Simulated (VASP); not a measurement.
W, 1 atom in the cell. Symmetry: Im-3m, No. 229, cubic system. Conventional cell: a = 3.143 Å, b = 3.143 Å, c = 3.143 Å, α = 90.00°, β = 90.00°, γ = 90.00°. W (site symmetry m-3m) has 14 W at 2.72 to 3.14 Å within 3.6 Å. 

- Program: VASP 6.6.1
- Task: single point
- Functional: HSE06
- Potentials or basis: VASP PAW PBE potentials, release 64 (W_sv)
- Cutoff: 520 eV
- k mesh: 8 × 8 × 8
- Occupations: fermi-dirac, width 0.05 eV
- Spin: no spin polarisation
- Dipole correction: no
- Grid for exact exchange (PRECFOCK): Normal
- Further INCAR settings: ALGO = Normal; EDIFF = 1e-06; NBANDS = 13
- Share of exact exchange: 0.25
- Screening parameter: 0.2079 1/Å

Potentials or basis: VASP PAW PBE potentials, release 64 (W_sv).

Run with:

```bash
$ cat potpaw_PBE.64/W_sv/POTCAR > POTCAR
$ cp INCAR.step1 INCAR
$ mpirun -np 1 vasp_std > vasp.out
$ cp INCAR.step2 INCAR
$ mpirun -np 1 vasp_std > vasp.out
```

Hardware: 1 thread of Intel(R) Xeon(R) 6975P-C (Granite Rapids), on a shared host.

Task: Estimate the wall time of this run.

Result: It took 20 min on 1 thread of Intel(R) Xeon(R) 6975P-C (Granite Rapids) (shared host), peak memory 0.24 GiB. Counts: k points 29.
